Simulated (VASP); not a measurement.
Here is a VASP 6.6.1 calculation.

File INCAR:

```
ALGO = Normal
EDIFF = 1E-7
EDIFFG = -0.001
ENCUT = 600
GGA = CA
GGA_COMPAT = F
IBRION = 2
ISIF = 3
ISMEAR = 0
LASPH = T
LCHARG = F
LREAL = F
LWAVE = F
NELM = 120
NELMIN = 4
NSW = 80
PREC = Accurate
PSTRESS = 10.0
SIGMA = 0.01
```

KPOINTS

```
k-points
0
Gamma
  10 10 10
```

The input POSCAR:

```
MgO
1.0
    0.0000000000      2.0795508132      2.0795508132
    2.0795508132      0.0000000000      2.0795508132
    2.0795508132      2.0795508132      0.0000000000
Mg O
1 1
Direct
    0.0000000000      0.0000000000      0.0000000000
    0.5000000000      0.5000000000      0.5000000000
```

Potentials or basis: VASP PAW LDA potentials, release 64 (Mg, O).

The run is started by

```console
$ cat potpaw_LDA.64/Mg/POTCAR potpaw_LDA.64/O/POTCAR > POTCAR
$ mpirun -np 1 vasp_std > vasp.out
```

Problem. Predict the relaxed volume.

Solution. 8.84 Å³/atom.

Problem. Predict the relaxed cell.

Solution. a = 2.925 Å, b = 2.925 Å, c = 2.925 Å, α = 60.00°, β = 60.00°, γ = 60.00°.

Problem. Predict the space group after relaxing (to 0.1 Å).

Solution. Fm-3m (No. 225).

Final structure:
```cif
data_structure
_symmetry_space_group_name_H-M 'P 1'
_symmetry_Int_Tables_number 1
_cell_length_a 2.9246
_cell_length_b 2.9246
_cell_length_c 2.9246
_cell_angle_alpha 60.000
_cell_angle_beta 60.000
_cell_angle_gamma 60.000
_cell_volume 17.69
loop_
_atom_site_label
_atom_site_type_symbol
_atom_site_fract_x
_atom_site_fract_y
_atom_site_fract_z
_atom_site_occupancy
Mg1 Mg 0.00000 0.00000 0.00000 1
O1 O 0.50000 0.50000 0.50000 1
```

Caveat: the cell is relaxed towards a set pressure, so the run minimises the enthalpy, not the energy. Zero-point motion and thermal expansion aren't in these numbers.
